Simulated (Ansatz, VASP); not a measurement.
**PbO2: VASP beside Ansatz**

```
CELL_PARAMETERS angstrom
0.00000 2.70093 2.70093
2.70093 0.00000 2.70093
2.70093 2.70093 0.00000
ATOMIC_POSITIONS crystal
Pb 0.00000 0.00000 0.00000
O 0.25000 0.25000 0.25000
O 0.75000 0.75000 0.75000
```

Alike in both runs: task relaxation of cell and atoms; functional PBE; k mesh 14 × 14 × 14; occupations gaussian, width 0.1 eV; no spin polarisation.

```csv
,VASP,Ansatz
version,VASP 6.6.1,Ansatz 0.2.0
potentials or method,"VASP PAW PBE potentials, release 64 (Pb_d, O), cutoff 600 eV","scalar-relativistic, plane waves, PAW"
valence electrons in the cell,26,26
```

```tsv
	VASP	Ansatz	Ansatz less VASP
gap on the k mesh at the Fermi level, each at its own relaxed structure (eV)	none	none	-
relaxed volume (Å³/atom)	13.19	13.19	+0.001
relaxed cell length with the largest relative difference (Å)	3.825	3.825	0.0000
```

A gap of «none» marks a metal or a gap that the smearing closes.

Neither program's run includes spin-orbit coupling.
